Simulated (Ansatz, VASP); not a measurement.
One calculation of VCrC2, two programs

Contents of INCAR:

```
PREC     = Accurate       # precision mode
ENCUT    = 520            # plane-wave cutoff, eV
EDIFF    = 1E-6           # SCF threshold, eV
ISMEAR   = -1             # smearing method
SIGMA    = 0.05           # smearing width, eV
LREAL    = F              # projectors in reciprocal space
LASPH    = T              # aspherical terms in the spheres
NELM     = 150            # most SCF steps
ALGO     = Normal         # electronic algorithm
ISIF     = 2              # what is computed and relaxed
LWAVE    = F              # write WAVECAR
LCHARG   = F              # write CHGCAR
ISPIN    = 2              # spin polarisation
MAGMOM   = 0 0 0 0        # initial moments
LORBIT   = 11             # projections on sites
NUPDOWN  = 0.0            # fixed moment
LMAXMIX  = 4              # l up to which the mixer works
GGA      = PS             # functional
NBANDS   = 28             # bands
```

KPOINTS

```
Automatic mesh
0
Gamma
  9 9 9
```

File POSCAR:

```
VCrC2
1.0
    1.4606320425      0.8432963029      4.7393853233
   -1.4606320425      0.8432963029      4.7393853233
    0.0000000000     -1.6865926058      4.7393853233
Cr V C
1 1 2
Direct
    0.5000000000      0.5000000000      0.5000000000
    0.0000000000      0.0000000000      0.0000000000
    0.2487590000      0.2487590000      0.2487590000
    0.7512410000      0.7512410000      0.7512410000
```

File input.yaml:

```yaml
crystal:
  lattice:
    - [1.4606320425, 0.8432963029, 4.7393853233]
    - [-1.4606320425, 0.8432963029, 4.7393853233]
    - [0.0, -1.6865926058, 4.7393853233]
  atoms:
    - { symbol: Cr, position: [0.5, 0.5, 0.5] }
    - { symbol: V, position: [0.0, 0.0, 0.0] }
    - { symbol: C, position: [0.248759, 0.248759, 0.248759] }
    - { symbol: C, position: [0.751241, 0.751241, 0.751241] }
hamiltonian:
  xc: pbesol
  pseudopotentials: { kind: paw }
magnetization:
  spin_polarized: true
  initial_magnetization: 0.0
  spin_locking: { lock_magnetization: hard }
kpoints:
  mp_grid: { grid: [9, 9, 9] }
scf:
  occupations: { method: fermi_dirac, width: 0.05 }
  lower_state_search: "off"
output:
  forces: true
  stress: true
  eigenvalues: true
  write_density: true
  write_potential: true
  elf: true
  volumetric_format: npy
```

Alike in both runs: task single point; functional PBEsol; k mesh 9 × 9 × 9; occupations fermi-dirac, width 0.05 eV; collinear spin; fixed moment 0 μB.

|  | VASP | Ansatz |
| --- | --- | --- |
| version | VASP 6.6.1 | Ansatz 0.2.0 |
| potentials or method | VASP PAW PBE potentials, release 64 (Cr_pv, V_sv, C) | Ansatz PAW |
| plane-wave cutoff (eV) | 520 | 420 |
| valence electrons in the cell | 33 | 35 |

Ansatz gave:

```
pressure (GPa)                                                : -11.7
traceless stress, the component that is largest in VASP (GPa) : 0.24
rms of the force components (eV/Å)                            : 0.004
```

Q: Estimate VASP's values.

A: Pressure (GPa): -11.5; traceless stress, the component that is largest in VASP (GPa): 0.20; rms of the force components (eV/Å): 0.008.

VASP's potentials were made for PBE, not for PBEsol. Atom by atom the forces differ by 0.003 eV/Å (rms over components). VASP's potentials hold 33 valence electrons a cell and Ansatz's 35, so a difference there can come from the potentials and not from the codes.
